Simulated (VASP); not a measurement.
A run of VASP 6.6.1 is set up as follows.

Contents of INCAR:

```
  ALGO = Normal
  EDIFF = 1E-7
  ENCUT = 520
  GGA = PS
  ISIF = 2
  ISMEAR = 0
  LASPH = True
  LCHARG = False
  LREAL = False
  LWAVE = False
  NBANDS = 8
  NELM = 100
  PREC = Accurate
  SIGMA = 0.02
```

Contents of KPOINTS:

```
k-points
0
Gamma
  15 15 15
```

POSCAR

```
Sb
1.0
   -1.8529035806      1.8529035806      1.9087677040
    1.8529035806     -1.8529035806      1.9087677040
    1.8529035806      1.8529035806     -1.9087677040
Sb
1
Direct
    0.0000000000      0.0000000000      0.0000000000
```

Potentials or basis: VASP PAW PBE potentials, release 64 (Sb).

Launch:

```sh
$ cat potpaw_PBE.64/Sb/POTCAR > POTCAR
$ mpirun -np 1 vasp_std > vasp.out
```

Question: What does it give for the pressure?

Answer: -1.0 GPa.

Stress tensor (GPa, compression positive):
```
-0.60  0.00  0.00
 0.00 -0.60  0.00
 0.00  0.00 -1.86
```

Caveat: the PAW data sets were made with another functional, which shifts forces and pressure a little.
